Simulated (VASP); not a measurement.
# HfN: single point with PBEsol

The system is HfN.

```xyz
2
Lattice="0.0000 2.4548 2.1787 2.4548 0.0000 2.1787 2.4548 2.4548 0.0000" Properties=species:S:1:pos:R:3 pbc="T T T"
Hf    0.0000    0.0000    0.0000
N     3.6822    3.6822    3.2680
```

This cell differs from its parent crystal: strain -0.1125 x Voigt [0, 0, 1, 0, 0, 0].

- Program: VASP 6.6.1
- Task: single point
- Functional: PBEsol
- Potentials or basis: VASP PAW PBE potentials, release 64 (Hf_pv, N)
- Cutoff: 520 eV
- k mesh: 16 × 16 × 16
- Occupations: gaussian, width 0.15 eV
- Spin: no spin polarisation

```yaml
Pressure: 20.9 GPa
```

Stress tensor (GPa, compression positive):
```
16.64  0.00  0.00
 0.00 16.64  0.00
 0.00  0.00 29.34
```

Levels at points of the mesh, in eV from the Fermi level:
```tsv
k point	band 4	band 5	band 6	band 7	band 8	band 9	band 10	band 11	band 12	band 13
(0.00, 0.00, 0.00)	-16.75	-6.07	-6.07	-5.78	-0.54	1.52	3.21	6.50	6.50	8.62
(0.50, 0.00, 0.00)	-15.37	-6.03	-5.66	-5.03	1.62	3.09	3.14	4.23	6.01	6.35
(0.50, 0.50, 0.00)	-15.07	-7.50	-3.94	-3.94	-0.59	2.56	4.57	5.23	5.23	12.68
(0.50, 0.00, 0.50)	-14.78	-7.73	-3.90	-3.50	-1.49	1.85	4.97	5.26	5.35	10.67
```

Run time: 82 s on 1 thread of Intel(R) Xeon(R) Platinum 8259CL CPU @ 2.50GHz (Skylake/Cascade Lake), on a shared host, peak memory 0.25 GiB.

Caveat: the cell differs from its parent crystal (strain -0.1125 x Voigt [0, 0, 1, 0, 0, 0]); the PAW data sets were made with another functional, which shifts forces and pressure a little; spin-orbit coupling is left out, which moves the levels of the heavy elements.
